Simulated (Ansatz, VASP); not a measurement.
AlN in VASP and in Ansatz

Contents of POSCAR:

```
AlN
1.0
    0.0000000000      1.9780005664      1.9780005664
    1.9780005664      0.0000000000      1.9780005664
    1.9780005664      1.9780005664      0.0000000000
Al N
1 1
Direct
    0.0000000000      0.0000000000      0.0000000000
    0.5000000000      0.5000000000      0.5000000000
```

The input INCAR.step1:

```
SYSTEM = AlN
ALGO = Normal
EDIFF = 1E-4
ENCUT = 520
GGA = PE
ISMEAR = 0
LASPH = .True.
LCHARG = .False.
LREAL = .False.
LWAVE = .True.
NBANDS = 11
NELM = 80
PREC = Accurate
SIGMA = 0.05
```

File INCAR.step2:

```
SYSTEM = AlN
ALGO = Normal
EDIFF = 1E-7
ENCUT = 520
ISIF = 2
ISMEAR = 0
ISTART = 1
IVDW = 13
LASPH = .True.
LCHARG = .False.
LMIXTAU = .True.
LREAL = .False.
LWAVE = .False.
METAGGA = R2SCAN
NBANDS = 11
NELM = 80
PREC = Accurate
SIGMA = 0.05
VDW_A1 = 0.51559235
VDW_A2 = 5.77342911
VDW_S6 = 1.0
VDW_S8 = 0.6018749
```

Contents of KPOINTS:

```
k-points
0
Gamma
  10 10 10
  0 0 0
```

Input for Ansatz:

```yaml
crystal:
  lattice:
    - [0.0, 1.9780005664, 1.9780005664]
    - [1.9780005664, 0.0, 1.9780005664]
    - [1.9780005664, 1.9780005664, 0.0]
  atoms:
    - { symbol: Al, position: [0.0, 0.0, 0.0] }
    - { symbol: "N", position: [0.5, 0.5, 0.5] }
basis:
  ecutwfc: 500
  ecutrho_ratio: 4
kpoints:
  mp_grid: { grid: [10, 10, 10] }
hamiltonian:
  xc: r2scan
  dispersion: d4
scf:
  occupations: { method: gaussian, width: 0.05 }
output:
  forces: true
  stress: true
  eigenvalues: true
```

Alike in both runs: task single point; functional r2SCAN; dispersion D4; k mesh 10 × 10 × 10; occupations gaussian, width 0.05 eV; no spin polarisation.

|  | VASP | Ansatz |
| --- | --- | --- |
| version | VASP 6.6.1 | Ansatz 0.2.0 |
| potentials or method | VASP PAW PBE potentials, release 64 (Al, N), cutoff 520 eV | scalar-relativistic, plane waves, PAW |
| valence electrons in the cell | 8 | 8 |

|  | VASP | Ansatz | Ansatz less VASP |
| --- | --- | --- | --- |
| gap on the k mesh at the Fermi level (eV) | 5.87 | 5.90 | +0.036 |
| least direct gap on the mesh (eV) | 7.53 | 7.48 | -0.056 |
| pressure (GPa) | 15.5 | 16.4 | +0.86 |

VASP's potentials were made for PBE, not for r2SCAN.
